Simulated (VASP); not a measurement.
# Zr (Im-3m) in VASP: single point with PBE

Aim: the single point of Zr with PBE.

Program: VASP 6.6.1. These are calculated values, not measurements. Logs are shortened: lines on timing, memory, paths and dates and some standing lists are left out, and cuts for length are marked.

**1. The cell of the first run**

The structure is cubic, space group Im-3m (No. 229). Conventional cell: a = 3.588 Å, b = 3.588 Å, c = 3.588 Å, α = 90.00°, β = 90.00°, γ = 90.00°. Zr (site symmetry m-3m) has 14 Zr at 3.11 to 3.59 Å within 4.1 Å.

**2. Single point, PBE**

Input file INCAR:

```
SYSTEM = Zr
PREC     = Accurate       ! precision mode
ENCUT    = 500            ! plane-wave cutoff, eV
EDIFF    = 1E-6           ! SCF threshold, eV
ISMEAR   = 0              ! smearing method
SIGMA    = 0.05           ! smearing width, eV
LREAL    = .FALSE.        ! projectors in reciprocal space
LASPH    = .TRUE.         ! aspherical terms in the spheres
NELM     = 120            ! most SCF steps
ALGO     = Normal         ! electronic algorithm
ISIF     = 2              ! what is computed and relaxed
LWAVE    = .FALSE.        ! write WAVECAR
LCHARG   = .FALSE.        ! write CHGCAR
GGA      = PE             ! functional
NBANDS   = 12             ! bands
GGA_COMPAT= .FALSE.
```

Input file KPOINTS:

```
Automatic mesh
0
G
  8 8 8
  0 0 0
```

Input file POSCAR:

```
Zr
1.0
   -1.7939736148      1.7939736148      1.7939736148
    1.7939736148     -1.7939736148      1.7939736148
    1.7939736148      1.7939736148     -1.7939736148
Zr
1
Direct
    0.0000000000      0.0000000000      0.0000000000
```

Potentials or basis: VASP PAW PBE potentials, release 64 (Zr_sv).

The run is started by

```console
cat potpaw_PBE.64/Zr_sv/POTCAR > POTCAR
mpirun -np 1 vasp_std > vasp.out
```

OUTCAR:

```text
SYSTEM = Zr
   PREC = Accurate
   ENCUT = 500
   EDIFF = 1E-6
   ISMEAR = 0
   LREAL = .FALSE.
   LASPH = .TRUE.
   NELM = 120
   ISIF = 2
   GGA = PE

 ion  position               nearest neighbor table
   1  0.000  0.000  0.000-

  LATTYP: Found a body centered cubic cell.
 ALAT       =     3.5879472296

  Lattice vectors:

 A1 = (  -1.7939736148,   1.7939736148,   1.7939736148)
 A2 = (   1.7939736148,  -1.7939736148,   1.7939736148)
 A3 = (   1.7939736148,   1.7939736148,  -1.7939736148)

Analysis of symmetry for initial positions (statically):
=====================================================================
 Subroutine PRICEL returns:
 Original cell was already a primitive cell.

 Routine SETGRP: Setting up the symmetry group for a
 body centered cubic supercell.

 Subroutine GETGRP returns: Found 48 space group operations
 (whereof 48 operations were pure point group operations)
 out of a pool of 48 trial point group operations.

The static configuration has the point symmetry O_h .

Analysis of symmetry for dynamics (positions and initial velocities):
=====================================================================
 Subroutine PRICEL returns:
 Original cell was already a primitive cell.

 Routine SETGRP: Setting up the symmetry group for a
 body centered cubic supercell.

 Subroutine GETGRP returns: Found 48 space group operations
 (whereof 48 operations were pure point group operations)
 out of a pool of 48 trial point group operations.

The dynamic configuration has the point symmetry O_h .

 Subroutine INISYM returns: Found 48 space group operations
 (whereof 48 operations are pure point group operations),
 and found     1 'primitive' translations

----------------------------------------------------------------------------------------

                                     Primitive cell

  volume of cell :      23.0945

  direct lattice vectors                    reciprocal lattice vectors
    -1.793973615  1.793973615  1.793973615     0.000000000  0.278710900  0.278710900
     1.793973615 -1.793973615  1.793973615     0.278710900  0.000000000  0.278710900
     1.793973615  1.793973615 -1.793973615     0.278710900  0.278710900  0.000000000

  length of vectors
     3.107253448  3.107253448  3.107253448     0.394156734  0.394156734  0.394156734

  position of ions in fractional coordinates (direct lattice)
     0.000000000  0.000000000  0.000000000

  ion indices of the primitive-cell ions
   primitive index   ion index
                 1           1

----------------------------------------------------------------------------------------

 KPOINTS: Automatic mesh

Automatic generation of k-mesh.
 Grid dimensions read from file:
 generate k-points for:    8    8    8

 Generating k-lattice:

  Cartesian coordinates                     Fractional coordinates (reciprocal lattice)
     0.000000000  0.034838862  0.034838862     0.125000000  0.000000000  0.000000000
     0.034838862  0.000000000  0.034838862     0.000000000  0.125000000  0.000000000
     0.034838862  0.034838862  0.000000000     0.000000000  0.000000000  0.125000000

  Length of vectors
     0.049269592  0.049269592  0.049269592

  Shift w.r.t. Gamma in fractional coordinates (k-lattice)
     0.000000000  0.000000000  0.000000000

 Subroutine IBZKPT returns following result:
 ===========================================

 Found     29 irreducible k-points:

 Following reciprocal coordinates:
            Coordinates               Weight
  0.000000  0.000000  0.000000      1.000000
  0.125000  0.000000  0.000000     12.000000
  0.250000  0.000000  0.000000     12.000000
  0.375000  0.000000  0.000000     12.000000
  0.500000  0.000000  0.000000      6.000000
  0.125000  0.125000  0.000000     24.000000
[... 16 lines left out ...]
 -0.250000  0.250000  0.250000      6.000000
 -0.375000  0.375000  0.250000     24.000000
 [... further k-points ...]
   k-points           NKPTS =     29   k-points in BZ     NKDIM =     29   number of bands    NBANDS=     12
   number of dos      NEDOS =    301   number of ions     NIONS =      1
   total plane-waves  NPLWV =  13824
   dimension x,y,z NGX =    24 NGY =   24 NGZ =   24
   dimension x,y,z NGXF=    48 NGYF=   48 NGZF=   48
   ions per type =               1
   NGX,Y,Z   is equivalent  to a cutoff of  12.84, 12.84, 12.84 a.u.
   NGXF,Y,Z  is equivalent  to a cutoff of  25.68, 25.68, 25.68 a.u.
 SYSTEM =  Zr
   PREC   = accura    normal or accurate (medium, high low for compatibility)
   ISTART =      0    job   : 0-new  1-cont  2-samecut
   ICHARG =      2    charge: 1-file 2-atom 10-const
   ISPIN  =      1    spin polarized calculation?
   LNONCOLLINEAR =      F non collinear calculations
   LSORBIT =      F    spin-orbit coupling
   LASPH  =      T    aspherical Exc in radial PAW
   ENCUT  =  500.0 eV  36.75 Ry    6.06 a.u.   5.67  5.67  5.67*2*pi/ulx,y,z
   NELM   =    120;   NELMIN=  2; NELMDL= -5     # of ELM steps
   EDIFF  = 0.1E-05   stopping-criterion for ELM
   LREAL  =      F    real-space projection
   EDIFFG = 0.1E-04   stopping-criterion for IOM
   NSW    =      0    number of steps for IOM
   IBRION =     -1    ionic relax: 0-MD 1-quasi-New 2-CG
   NFREE  =      0    steps in history (QN), initial steepest desc. (CG)
   ISIF   =      2    stress and relaxation
   ISYM   =      2    0-nonsym 1-usesym 2-fastsym
   POTIM  = 0.5000    time-step for ionic-motion
   TEBEG  =    0.0;   TEEND  =   0.0 temperature during run
   PSTRESS=    0.0 pullay stress
   NELECT =      12.0000    total number of electrons
   NUPDOWN=      -1.0000    fix difference up-down
   EMIN   =  10.00;   EMAX   =-10.00  energy-range for DOS
   EFERMI =   0.00;   METHOD = LEGACY
   ISMEAR =     0;   SIGMA  =   0.05  broadening in eV -4-tet -1-fermi 0-gaus
   EFERMI_NEDOS =   21; number of points for ismear=-14 and -15
   IALGO  =     38    algorithm
   IMIX   =      4    mixing-type and parameters
     AMIX     =   0.40;   BMIX     =  1.00
     AMIX_MAG =   1.60;   BMIX_MAG =  1.00
  volume/ion in A,a.u.               =      23.09       155.85
  Fermi-wavevector in a.u.,A,eV,Ry     =   1.316131  2.487127 23.568031  1.732201
  Thomas-Fermi vector in A             =   2.446265
   LORBIT       =      0    0 simple, 1 ext, 2 COOP (PROOUT), +10 PAW based schemes
   GGA     = PE    functional components
   LHFCALC =     F    Hartree Fock is set to
   AEXX    =    0.0000 exact exchange contribution
   IVDW    =     0    specifies the selected vdW correction
   LEPSILON=     F    determine dielectric tensor
   LRPA    =     F    only Hartree local field effects (RPA)
 non-spin polarized calculation
 Gauss-broadening in eV      SIGMA  =   0.05
  energy-cutoff  :      500.00
  volume of cell :       23.09
 maximum number of plane-waves:       604
   NGX = 11   NGY = 11   NGZ = 11

 number of electron      12.0000000 magnetization

 Free energy of the ion-electron system (eV)
  ---------------------------------------------------
  ext. energy  EPLUGINS =         0.00000000
  ---------------------------------------------------
  free energy    TOTEN  =        -8.42946560 eV

  energy without entropy =       -8.42395737  energy(sigma->0) =       -8.42671148

 E-fermi :   8.8414     XC(G=0): -11.1147

 val. band max:        8.8346494787   @ k =   0.2500   0.2500   0.0000
 cond. band min:       8.8511999213   @ k =  -0.3750   0.3750   0.1250
 fundamental gap:      0.0165504426
 Fermi energy:         8.8413983447

 k-point     1 :       0.0000    0.0000    0.0000
  band No.  band energies     occupation
      1     -39.6856      2.00000
      2     -17.1866      2.00000
      3     -17.1866      2.00000
      4     -17.1866      2.00000
      5       3.4171      2.00000
      6       9.9234      0.00000
      7       9.9234      0.00000
      8       9.9234      0.00000
      9      12.4159      0.00000
     10      12.4159      0.00000
     11      21.2143      0.00000
     12      21.2143      0.00000

 k-point     2 :       0.1250    0.0000    0.0000
  band No.  band energies     occupation
      1     -39.6630      2.00000
      2     -17.3407      2.00000
      3     -17.2338      2.00000
      4     -17.1877      2.00000
      5       3.9371      2.00000
      6       9.5895      0.00000
      7       9.7683      0.00000
      8      10.4374      0.00000
      9      12.0056      0.00000
     10      12.4205      0.00000
     11      21.6053      0.00000
     12      22.1548      0.00000

 k-point     3 :       0.2500    0.0000    0.0000
  band No.  band energies     occupation
      1     -39.6081      2.00000
      2     -17.6986      2.00000
      3     -17.3458      2.00000
      4     -17.1905      2.00000
      5       5.1673      2.00000
      6       8.9041      0.07626
      7       9.2279      0.00000
      8      11.8874      0.00000
      9      11.9688      0.00000
     10      12.5434      0.00000
     11      21.3096      0.00000
     12      22.6172      0.00000

 k-point     4 :       0.3750    0.0000    0.0000
  band No.  band energies     occupation
      1     -39.5525      2.00000
      2     -18.0388      2.00000
      3     -17.4551      2.00000
      4     -17.1935      2.00000
      5       5.9579      2.00000
      6       8.3336      2.00000
      7       9.5737      0.00000
      8      12.3560      0.00000
      9      12.8627      0.00000
     10      13.9016      0.00000
     11      19.6513      0.00000
     12      20.3648      0.00000

 k-point     5 :       0.5000    0.0000    0.0000
  band No.  band energies     occupation
      1     -39.5292      2.00000
      2     -18.1752      2.00000
      3     -17.4997      2.00000
      4     -17.1947      2.00000
      5       5.9982      2.00000
      6       8.1213      2.00000
      7      10.4230      0.00000
      8      12.4094      0.00000
      9      13.0835      0.00000
     10      15.1564      0.00000
     11      18.8362      0.00000
     12      19.1650      0.00000
[... 228 lines left out ...]
      1     -39.4878      2.00000
      2     -17.8994      2.00000
      3     -17.8994      2.00000
      4     -17.3754      2.00000
      5       7.8814      2.00000
      6       7.8814      2.00000
      7       8.2643      2.00000
      8      12.7490      0.00000
      9      12.7490      0.00000
     10      17.5943      0.00000
     11      18.5804      0.00000
     12      18.5804      0.00000

 k-point    22 :       0.2500    0.2500    0.2500
  band No.  band energies     occupation
      1     -39.5175      2.00000
      2     -17.6852      2.00000
      3     -17.6852      2.00000
      4     -17.6852      2.00000
      5       8.2670      2.00000
      6       8.2670      2.00000
      7       8.2670      2.00000
      8      13.2068      0.00000
      9      13.2068      0.00000
     10      16.3171      0.00000
     11      19.2662      0.00000
     12      19.2662      0.00000

 k-point    23 :      -0.2500    0.2500    0.2500
  band No.  band energies     occupation
      1     -39.5416      2.00000
      2     -17.7184      2.00000
      3     -17.5192      2.00000
      4     -17.5192      2.00000
      5       6.5352      2.00000
      6       8.5304      2.00000
      7      10.2841      0.00000
      8      10.2841      0.00000
      9      11.7811      0.00000
     10      13.4059      0.00000
     11      21.3170      0.00000
     12      24.4747      0.00000

 k-point    24 :      -0.3750    0.3750    0.2500
  band No.  band energies     occupation
      1     -39.4940      2.00000
      2     -17.9204      2.00000
      3     -17.6381      2.00000
      4     -17.5494      2.00000
      5       7.0956      2.00000
      6       7.6910      2.00000
      7      10.2923      0.00000
      8      10.8737      0.00000
      9      13.4462      0.00000
     10      13.9344      0.00000
     11      20.6160      0.00000
     12      22.1270      0.00000

 [... further k-points ...]
[... 5 lines left out ...]
  --------------------------------------------------------------------------------------
  -------------------------------------------------------------------------------------
  Total       -0.0562962     -0.0562962     -0.0562962     -0.0000000      0.0000000      0.0000000
  in kB       -3.9055420     -3.9055420     -3.9055420     -0.0000000      0.0000000      0.0000000
  external PRESSURE =      -3.9055420 kB  Pullay stress =       0.0000000 kB

 VOLUME and BASIS-vectors are now :
 -----------------------------------------------------------------------------
  energy-cutoff  :      500.00
  volume of cell :       23.09
      direct lattice vectors                 reciprocal lattice vectors
    -1.793973615  1.793973615  1.793973615     0.000000000  0.278710900  0.278710900
     1.793973615 -1.793973615  1.793973615     0.278710900  0.000000000  0.278710900
     1.793973615  1.793973615 -1.793973615     0.278710900  0.278710900  0.000000000

 POSITION                                       TOTAL-FORCE (eV/Angst)
 -----------------------------------------------------------------------------------
      0.00000      0.00000      0.00000         0.000000      0.000000      0.000000
 -----------------------------------------------------------------------------------
    total drift:                               -0.000000      0.000000      0.000000

  FREE ENERGIE OF THE ION-ELECTRON SYSTEM (eV)
  ---------------------------------------------------
  free  energy   TOTEN  =        -8.4294655957 eV

  energy  without entropy=       -8.4239573733  energy(sigma->0) =       -8.42671148
```

It took 5.4 s on 1 thread of AMD EPYC 9R45 (Zen 5), shared host; peak memory 0.11 GiB.

What came out:

| Property | Result |
| --- | --- |
| Free energy | -8.4295 eV |
| Pressure | -0.4 GPa |
| Band gap on the k mesh | zero (band 6 reaches 9.92 eV, above the bottom of band 7 at 8.26 eV) |

Levels at points of the mesh, in eV from the Fermi level:
```csv
k point,band 3,band 4,band 5,band 6,band 7,band 8,band 9,band 10
"(0.00, 0.00, 0.00)",-26.03,-26.03,-5.42,1.08,1.08,1.08,3.57,3.57
"(0.50, 0.00, 0.00)",-26.34,-26.04,-2.84,-0.72,1.58,3.57,4.24,6.32
"(0.50, 0.50, 0.50)",-26.71,-26.71,-2.61,-2.61,5.64,5.64,5.64,7.42
```
